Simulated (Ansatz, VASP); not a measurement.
**Co in VASP and in Ansatz**

```
Co
1.0
     0.00000    2.33403    2.33403
     2.33403    0.00000    2.33403
     2.33403    2.33403    0.00000
Co
2
Cartesian
  0.0000 0.0000 0.0000
  2.3340 2.3340 2.3340
```

Alike in both runs: task single point; functional PBEsol; k mesh 14 × 14 × 14; occupations fermi-dirac, width 0.05 eV; collinear spin.

|  | VASP | Ansatz |
| --- | --- | --- |
| version | VASP 6.6.1 | Ansatz 0.2.0 |
| potentials or method | VASP PAW PBE potentials, release 64 (Co), cutoff 520 eV | plane waves (420 eV) with PAW, scalar-relativistic |
| valence electrons in the cell | 18 | 34 |

Ansatz gave:

- pressure (GPa): -6.8
- net moment per atom (μB): 1.86
- size of the moment on the site where the two differ most (μB): 1.87

What did VASP give for the same quantities?

Pressure (GPa): -7.4; net moment per atom (μB): 1.86; size of the moment on the site where the two differ most (μB): 1.86.

VASP's potentials were made for PBE, not for PBEsol, and Ansatz warns of the same on its side. Site moments also hang on the region over which each program counts them. VASP's potentials hold 18 valence electrons a cell and Ansatz's 34, so a difference there can come from the potentials and not from the codes.
